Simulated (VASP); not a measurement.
Runs of VASP 6.6.1 on KBr. The structure is that of space group Fm-3m (No. 225), or close to it. The cells are those of the table. 

```tsv
level	cell	smearing	gap on the mesh (eV)	pressure (GPa)
PBE	a = 4.756 Å, angles 60.0°, 2 atoms	fermi-dirac 0.02 eV	(c)	-0.1
r2SCAN	a = 4.670, b = 4.670, c = 4.634 Å, angles 60.3, 60.3, 60.5°, 2 atoms	gaussian 0.01 eV	(a)	0.0
r2SCAN	a = 4.756 Å, angles 60.0°, 2 atoms	gaussian 0.01 eV	(b)	-0.7
PBE	a = 4.670, b = 4.670, c = 4.634 Å, angles 60.3, 60.3, 60.5°, 2 atoms	fermi-dirac 0.02 eV	4.41	0.7
```

Alike in all rows: task single point; potentials or basis VASP PAW PBE potentials, release 64 (K_sv, Br); no spin polarisation; k mesh 6 × 6 × 6; cutoff (eV) 520.

Problem. Fill in the values left out.

Solution. (a) 5.06; (b) 4.92; (c) 4.29.

Caveats: the PAW data sets were made with another functional, which shifts forces and pressure a little (some runs).

A k mesh can miss the band edges, and the runs leave out spin-orbit coupling on Br.
